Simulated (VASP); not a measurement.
# SrO (F-43m) in VASP: a series of runs, part 2 of 2

VASP 6.6.1.

**4. Vibrations by perturbation theory, PBEsol**

File INCAR:

```
PREC = Accurate ; ENCUT = 520
EDIFF = 1E-8 ; ISMEAR = 0
SIGMA = 0.01 ; LREAL = False
LASPH = True ; NELM = 100
ALGO = Normal ; ISIF = 2
LWAVE = False ; LCHARG = False
GGA = PS ; NBANDS = 15
IBRION = 8 ; NSW = 1
LEPSILON = True
```

File KPOINTS:

```
regular mesh
0
Gamma
  8 8 8
```

File POSCAR:

```
SrO
1.0
    0.0000000000      2.7236000000      2.7236000000
    2.7236000000      0.0000000000      2.7236000000
    2.7236000000      2.7236000000      0.0000000000
Sr O
1 1
Direct
    0.0000000000      0.0000000000      0.0000000000
    0.2500000000      0.2500000000      0.2500000000
```

Potentials or basis: VASP PAW PBE potentials, release 64 (Sr_sv, O).

Started as:

```sh
$ cat potpaw_PBE.64/Sr_sv/POTCAR potpaw_PBE.64/O/POTCAR > POTCAR
$ mpirun -np 1 vasp_std > vasp.out
```

OUTCAR:

```text
PREC = Accurate
   ENCUT = 520
   EDIFF = 1E-8
   ISMEAR = 0
   LREAL = False
   LASPH = True
   NELM = 100
   ISIF = 2
   GGA = PS
   IBRION = 8
   NSW = 1
   LEPSILON = True

 ion  position               nearest neighbor table
   1  0.000  0.000  0.000-   2 2.36   2 2.36   2 2.36   2 2.36
   2  0.250  0.250  0.250-   1 2.36   1 2.36   1 2.36   1 2.36

  LATTYP: Found a face centered cubic cell.
 ALAT       =     5.4472000000

[... 760 lines left out ...]
      1.361800  1.361800  1.361800     0.000000   -0.919378    0.000000
[... 21 lines left out ...]
   6 f/i=    0.005055 THz     0.031762 2PiTHz    0.168617 cm-1     0.020906 meV
             X         Y         Z           dx          dy          dz
      0.000000  0.000000  0.000000     0.000000    0.000000    0.919378
      1.361800  1.361800  1.361800     0.000000    0.000000    0.393375

--------------------------------------------------------------------------------------------------------

 MACROSCOPIC STATIC DIELECTRIC TENSOR IONIC CONTRIBUTION
 ------------------------------------------------------
           3.108515    -0.000000    -0.000000
          -0.000000     3.108515    -0.000000
          -0.000000    -0.000000     3.108515
 ------------------------------------------------------

 ELASTIC MODULI CONTR FROM IONIC RELAXATION (kBar)
 Direction    XX          YY          ZZ          XY          YZ          ZX
 --------------------------------------------------------------------------------
 XX          -0.0000     -0.0000     -0.0000     -0.0000      0.0000     -0.0000
 YY          -0.0000     -0.0000     -0.0000     -0.0000     -0.0000      0.0000
 ZZ          -0.0000     -0.0000     -0.0000     -0.0000     -0.0000     -0.0000
 XY          -0.0000     -0.0000     -0.0000   -320.5242      0.0000      0.0000
 YZ           0.0000     -0.0000     -0.0000      0.0000   -320.5242      0.0000
 ZX          -0.0000      0.0000     -0.0000      0.0000      0.0000   -320.5242
 --------------------------------------------------------------------------------

 PIEZOELECTRIC TENSOR IONIC CONTR  for field in x, y, z        (C/m^2)
          XX          YY          ZZ          XY          YZ          ZX
  --------------------------------------------------------------------------------
  x    -0.00000     0.00000     0.00000    -0.00000     0.93925    -0.00000
  y     0.00000    -0.00000     0.00000    -0.00000    -0.00000     0.93925
  z     0.00000     0.00000     0.00000     0.93925    -0.00000    -0.00000
```

stdout:

```text
POSCAR found type information on POSCAR SrO
 POSCAR found :  2 types and       2 ions
 scaLAPACK will be used
 -----------------------------------------------------------------------------
|                                                                             |
|                                                                             |
[... 39 lines left out ...]
 first order change of Fermi-energy   0.19989E-03
 force on displaced ion       1 direction 1 :  -6.647   0.000   0.000
 Born effective charge ion    1 direction 1 :   2.147   0.000   0.000
 Linear response progress:
 first order change of Fermi-energy  -0.10466E-03
 force on displaced ion       2 direction 1 :  -6.630  -0.000  -0.000
 Born effective charge ion    2 direction 1 :  -2.147   0.000   0.000
 Born effective charges drift removed
 Linear response finished
```

Run time: 11 min. Hardware: 1 thread of Intel Xeon Platinum 8259CL at 2.50GHz (Skylake/Cascade Lake), shared host; peak memory 0.29 GiB.

Results:

- Electronic dielectric tensor (diagonal): 3.48
- Born charges (mean of the diagonal): Sr +2.15; O -2.15 e
- Highest phonon frequency at Γ, LO-TO splitting left out: 365 cm⁻¹

Phonon frequencies in cm⁻¹ (negative: imaginary):
```tsv
q point	frequencies
(0.000, 0.000, 0.000)	0 0 0 365 365 365
```

Electronic dielectric tensor:
```
3.48 0.00 0.00
0.00 3.48 0.00
0.00 0.00 3.48
```

Born effective charge tensors (e):
atom 1, Sr
```
2.15 0.00 0.00
0.00 2.15 0.00
0.00 0.00 2.15
```
atom 2, O
```
-2.15  0.00  0.00
 0.00 -2.15  0.00
 0.00  0.00 -2.15
```

Caveat: the cell wasn't relaxed at this level first, which shifts response properties.

**5. Vibrations by perturbation theory, PBEsol**

File INCAR:

```
SYSTEM = SrO
PREC = Accurate ; ENCUT = 520
EDIFF = 1E-8 ; ISMEAR = 1
SIGMA = 0.3 ; LREAL = .False.
LASPH = .True. ; NELM = 100
ALGO = Normal ; ISIF = 2
LWAVE = .False. ; LCHARG = .False.
GGA = PS ; IBRION = 8
NSW = 1 ; LEPSILON = .True.
```

File KPOINTS:

```
regular mesh
0
Gamma
  8 8 8
  0 0 0
```

POSCAR is that of step 4.

Potentials or basis: VASP PAW PBE potentials, release 64 (Sr_sv, O).

Started as:

```sh
$ cat potpaw_PBE.64/Sr_sv/POTCAR potpaw_PBE.64/O/POTCAR > POTCAR
$ mpirun -np 1 vasp_std > vasp.out
```

OUTCAR:

```text
SYSTEM = SrO
   PREC = Accurate
   ENCUT = 520
   EDIFF = 1E-8
   ISMEAR = 1
   LREAL = .False.
   LASPH = .True.
   NELM = 100
   ISIF = 2
   GGA = PS
   IBRION = 8
   NSW = 1
   LEPSILON = .True.

 ion  position               nearest neighbor table
   1  0.000  0.000  0.000-   2 2.36   2 2.36   2 2.36   2 2.36
   2  0.250  0.250  0.250-   1 2.36   1 2.36   1 2.36   1 2.36

  LATTYP: Found a face centered cubic cell.
 ALAT       =     5.4472000000

  Lattice vectors:

 A1 = (   0.0000000000,   2.7236000000,   2.7236000000)
 A2 = (   2.7236000000,   0.0000000000,   2.7236000000)
 A3 = (   2.7236000000,   2.7236000000,   0.0000000000)

Analysis of symmetry for initial positions (statically):
=====================================================================
 Subroutine PRICEL returns:
 Original cell was already a primitive cell.

 Routine SETGRP: Setting up the symmetry group for a
 face centered cubic supercell.

 Subroutine GETGRP returns: Found 24 space group operations
 (whereof 24 operations were pure point group operations)
 out of a pool of 48 trial point group operations.

The static configuration has the point symmetry T_d .

Analysis of symmetry for dynamics (positions and initial velocities):
=====================================================================
 Subroutine PRICEL returns:
 Original cell was already a primitive cell.

 Routine SETGRP: Setting up the symmetry group for a
 face centered cubic supercell.
[... 619 lines left out ...]

 PIEZOELECTRIC TENSOR (including local field effects)  for field in x, y, z        (C/m^2)
          XX          YY          ZZ          XY          YZ          ZX
  --------------------------------------------------------------------------------
  x     0.00000    -0.00000     0.00000     0.00000    -0.44596    -0.00000
  y    -0.00000    -0.00000     0.00000    -0.00000     0.00000    -0.44596
  z     0.00000     0.00000     0.00000    -0.44596     0.00000    -0.00000

 BORN EFFECTIVE CHARGES (including local field effects) (in |e|, cummulative output)
 ---------------------------------------------------------------------------------
 ion    1
    1     2.14203     0.00000     0.00000
    2     0.00000     2.14203     0.00000
    3     0.00000    -0.00000     2.14203
 ion    2
    1    -2.14203    -0.00000    -0.00000
    2     0.00000    -2.14203     0.00000
    3     0.00000     0.00000    -2.14203

 INTERNAL STRAIN TENSOR FOR ION    2 for displacements in x,y,z  (eV/Angst):
          X           Y           Z          XY          YZ          ZX
  --------------------------------------------------------------------------------
  x     0.00000     0.00000     0.00000     0.00000    -7.36404     0.00000
  y     0.00000     0.00000     0.00000     0.00000     0.00000    -7.36404
  z     0.00000     0.00000     0.00000    -7.36404     0.00000     0.00000

 SECOND DERIVATIVES (NOT SYMMETRIZED)
 ------------------------------------
               1X          1Y          1Z          2X          2Y          2Z
  1X    -6.664788    0.000000    0.000000    6.664788    0.000000    0.000000
  1Y     0.000000   -6.664788    0.000000    0.000000    6.664788    0.000000
  1Z     0.000000    0.000000   -6.664788    0.000000    0.000000    6.664788
  2X     6.648246    0.000000    0.000000   -6.648246    0.000000    0.000000
  2Y     0.000000    6.648246    0.000000    0.000000   -6.648246    0.000000
  2Z     0.000000    0.000000    6.648246    0.000000    0.000000   -6.648246

 Eigenvectors and eigenvalues of the dynamical matrix
 ----------------------------------------------------

   1 f  =   10.960942 THz    68.869633 2PiTHz  365.617686 cm-1    45.330795 meV
             X         Y         Z           dx          dy          dz
      0.000000  0.000000  0.000000     0.393364    0.000000    0.000000
      1.361800  1.361800  1.361800    -0.919383   -0.000000    0.000000
[... 21 lines left out ...]
   6 f/i=    0.004925 THz     0.030947 2PiTHz    0.164295 cm-1     0.020370 meV
             X         Y         Z           dx          dy          dz
      0.000000  0.000000  0.000000     0.000832   -0.055974   -0.917677
      1.361800  1.361800  1.361800     0.000356   -0.023949   -0.392634

--------------------------------------------------------------------------------------------------------

 MACROSCOPIC STATIC DIELECTRIC TENSOR IONIC CONTRIBUTION
 ------------------------------------------------------
           3.086810     0.000000     0.000000
           0.000000     3.086810    -0.000000
           0.000000    -0.000000     3.086810
 ------------------------------------------------------

 ELASTIC MODULI CONTR FROM IONIC RELAXATION (kBar)
 Direction    XX          YY          ZZ          XY          YZ          ZX
 --------------------------------------------------------------------------------
 XX          -0.0000      0.0000      0.0000      0.0000      0.0000      0.0000
 YY           0.0000     -0.0000     -0.0000     -0.0000      0.0000      0.0000
 ZZ           0.0000     -0.0000     -0.0000      0.0000      0.0000      0.0000
 XY           0.0000     -0.0000      0.0000   -319.9935      0.0000      0.0000
 YZ           0.0000      0.0000      0.0000      0.0000   -319.9935      0.0000
 ZX           0.0000      0.0000      0.0000      0.0000      0.0000   -319.9935
 --------------------------------------------------------------------------------

 PIEZOELECTRIC TENSOR IONIC CONTR  for field in x, y, z        (C/m^2)
          XX          YY          ZZ          XY          YZ          ZX
  --------------------------------------------------------------------------------
  x    -0.00000    -0.00000    -0.00000     0.00000     0.93519     0.00000
  y     0.00000    -0.00000    -0.00000    -0.00000     0.00000     0.93519
  z     0.00000     0.00000    -0.00000     0.93519     0.00000    -0.00000
```

stdout:

```text
POSCAR found type information on POSCAR SrO
 POSCAR found :  2 types and       2 ions
 scaLAPACK will be used
 -----------------------------------------------------------------------------
|                                                                             |
|                                                                             |
[... 39 lines left out ...]
 first order change of Fermi-energy   0.18929E-03
 force on displaced ion       1 direction 1 :  -6.665   0.000   0.000
 Born effective charge ion    1 direction 1 :   2.141   0.000   0.000
 Linear response progress:
 first order change of Fermi-energy  -0.27745E-03
 force on displaced ion       2 direction 1 :  -6.648   0.000   0.000
 Born effective charge ion    2 direction 1 :  -2.144   0.000   0.000
 Born effective charges drift removed
 Linear response finished
```

Run time: 9.5 min. Hardware: 1 thread of Intel Xeon Platinum 8259CL at 2.50GHz (Skylake/Cascade Lake), shared host; peak memory 0.28 GiB.

Results:

```
Electronic dielectric tensor (diagonal)                 : 3.51
Born charges (mean of the diagonal)                     : Sr +2.14; O -2.14 e
Highest phonon frequency at Γ, LO-TO splitting left out : 366 cm⁻¹
```

Phonon frequencies in cm⁻¹ (negative: imaginary):
```csv
q point,frequencies
"(0.000, 0.000, 0.000)",0 0 0 366 366 366
```

Electronic dielectric tensor:
```
3.51 0.00 0.00
0.00 3.51 0.00
0.00 0.00 3.51
```

Born effective charge tensors (e):
atom 1, Sr
```
2.14 0.00 0.00
0.00 2.14 0.00
0.00 0.00 2.14
```
atom 2, O
```
-2.14  0.00  0.00
 0.00 -2.14  0.00
 0.00  0.00 -2.14
```

Caveat: the cell wasn't relaxed at this level first, which shifts response properties.
